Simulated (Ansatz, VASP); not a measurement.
**Two plane-wave programs on Au**

The input POSCAR:

```
Au
1.0
   -1.6234376908      1.6234376908      1.6234376908
    1.6234376908     -1.6234376908      1.6234376908
    1.6234376908      1.6234376908     -1.6234376908
Au
1
Direct
    0.0000000000      0.0000000000      0.0000000000
```

File INCAR.step1:

```
ALGO = Normal
EDIFF = 1E-5
ENCUT = 520
GGA = PE
ISIF = 2
ISMEAR = -1
LASPH = T
LCHARG = F
LREAL = F
LWAVE = T
NBANDS = 12
NELM = 80
PREC = Accurate
SIGMA = 0.05
```

File INCAR.step2:

```
AEXX = 0.25
ALGO = Normal
EDIFF = 1E-6
ENCUT = 520
GGA = PE
ISIF = 2
ISMEAR = -1
ISTART = 1
LASPH = T
LCHARG = F
LHFCALC = T
LREAL = F
LWAVE = F
NBANDS = 12
NELM = 80
PREC = Accurate
PRECFOCK = Normal
SIGMA = 0.05
```

KPOINTS

```
k-points
0
Gamma
  6 6 6
```

Contents of input.yaml:

```yaml
crystal:
  lattice:
    - [-1.6234376908, 1.6234376908, 1.6234376908]
    - [1.6234376908, -1.6234376908, 1.6234376908]
    - [1.6234376908, 1.6234376908, -1.6234376908]
  atoms:
    - { symbol: Au, position: [0.0, 0.0, 0.0] }
hamiltonian:
  xc: pbe0
  pseudopotentials: { kind: paw }
kpoints:
  mp_grid: { grid: [6, 6, 6] }
scf:
  occupations: { method: fermi_dirac, width: 0.05 }
output:
  forces: true
  stress: true
  eigenvalues: true
```

Alike in both runs: task single point; functional PBE0; k mesh 6 × 6 × 6; occupations fermi-dirac, width 0.05 eV; no spin polarisation.

```csv
,VASP,Ansatz
version,VASP 6.6.1,Ansatz 0.2.0
potentials or method,"VASP PAW PBE potentials, release 64 (Au)",Ansatz PAW
plane-wave cutoff (eV),520,420
valence electrons in the cell,11,19
```

VASP gave:

```
gap on the k mesh at the Fermi level (eV) : none
pressure (GPa)                            : 4.8
```

Problem. What did Ansatz give for the same quantities?

Solution. gap on the k mesh at the Fermi level (eV): none; pressure (GPa): 5.0.

A gap of «none» marks a metal or a gap that the smearing closes. VASP's potentials hold 11 valence electrons a cell and Ansatz's 19, so a difference there can come from the potentials and not from the codes.

The k mesh is coarse, so the values compare programs but aren't converged. Neither program's run includes spin-orbit coupling.
